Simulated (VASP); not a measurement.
A run of VASP 6.6.1 is set up as follows.

INCAR

```
  PREC = Accurate
  ENCUT = 520
  EDIFF = 1E-8
  ISMEAR = -1
  SIGMA = 0.05
  LREAL = F
  LASPH = T
  NELM = 80
  ALGO = Normal
  ISIF = 2
  LWAVE = F
  LCHARG = F
  GGA = PS
  IBRION = 8
  NSW = 1
```

Contents of KPOINTS:

```
regular mesh
0
Gamma
  8 8 8
```

Contents of POSCAR:

```
TiC
1.0
    0.0000000000      2.1657188437      2.1657188437
    2.1657188437      0.0000000000      2.1657188437
    2.1657188437      2.1657188437      0.0000000000
Ti C
1 1
Direct
    0.0000000000      0.0000000000      0.0000000000
    0.5000000000      0.5000000000      0.5000000000
```

Potentials or basis: VASP PAW PBE potentials, release 64 (Ti_sv, C).

The run is started by

```bash
$ cat potpaw_PBE.64/Ti_sv/POTCAR potpaw_PBE.64/C/POTCAR > POTCAR
$ mpirun -np 1 vasp_std > vasp.out
```

**Question.** Estimate the highest phonon frequency at Γ.

**Answer.** 527 cm⁻¹.

Phonon frequencies in cm⁻¹ (negative: imaginary):
| q point | frequencies |
| --- | --- |
| (0.000, 0.000, 0.000) | -1 -1 -1 527 527 527 |

Caveat: the cell stands under pressure or tension, which shifts response properties.
